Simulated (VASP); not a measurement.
Runs of VASP 6.6.1 on CdTe. The structure is that of space group F-43m (No. 216), or close to it. The cells are those of the table. 

```csv
task,level,spin,cell,k mesh,smearing,grid for exact exchange (PRECFOCK),share of exact exchange,screening parameter,gap on the mesh (eV),pressure (GPa),moment (μB)
single point,r2SCAN,"non-collinear, zero start, SOC","a = 4.731 Å, angles 60.0°, 2 atoms",6 × 6 × 6,fermi-dirac 0.02 eV,-,-,-,-,-2.0,0.00
single point,HSE06,off,"a = 4.685 Å, angles 60.0°, 2 atoms",4 × 4 × 4,gaussian 0.01 eV,Normal,0.25,0.2079 1/Å,(a),-0.9,-
dielectric tensor,r2SCAN,off,"a = 4.824 Å, angles 60.0°, 2 atoms",6 × 6 × 6,gaussian 0.01 eV,-,-,-,0.78,-,-
single point,r2SCAN,"non-collinear, zero start, SOC","a = 4.778 Å, angles 60.0°, 2 atoms",6 × 6 × 6,fermi-dirac 0.02 eV,-,-,-,-,-2.8,0.00
dielectric tensor,r2SCAN,off,"a = 4.453 Å, angles 60.0°, 2 atoms",6 × 6 × 6,gaussian 0.01 eV,-,-,-,(b),-,-
dielectric tensor,r2SCAN,off,"a = 4.499 Å, angles 60.0°, 2 atoms",6 × 6 × 6,gaussian 0.01 eV,-,-,-,1.46,-,-
single point,HSE06,off,"a = 4.546 Å, angles 60.0°, 2 atoms",4 × 4 × 4,gaussian 0.01 eV,Normal,0.25,0.2079 1/Å,1.65,(c),-
single point,r2SCAN,"non-collinear, zero start, SOC","a = 4.685 Å, angles 60.0°, 2 atoms",6 × 6 × 6,fermi-dirac 0.02 eV,-,-,-,-,-1.0,0.00
```

Alike in all rows: potentials or basis VASP PAW PBE potentials, release 64 (Cd, Te); cutoff (eV) 520.

Fill in the values left out.

(a) 1.35; (b) 1.56; (c) 3.0.

Caveats: some runs use coarse meshes; the PAW data sets were made with another functional, which shifts forces and pressure a little; spin-orbit coupling is left out, which moves the levels of the heavy elements (at least some runs).

A k mesh can miss the band edges, and rows without SOC leave out spin-orbit coupling on Cd, Te.
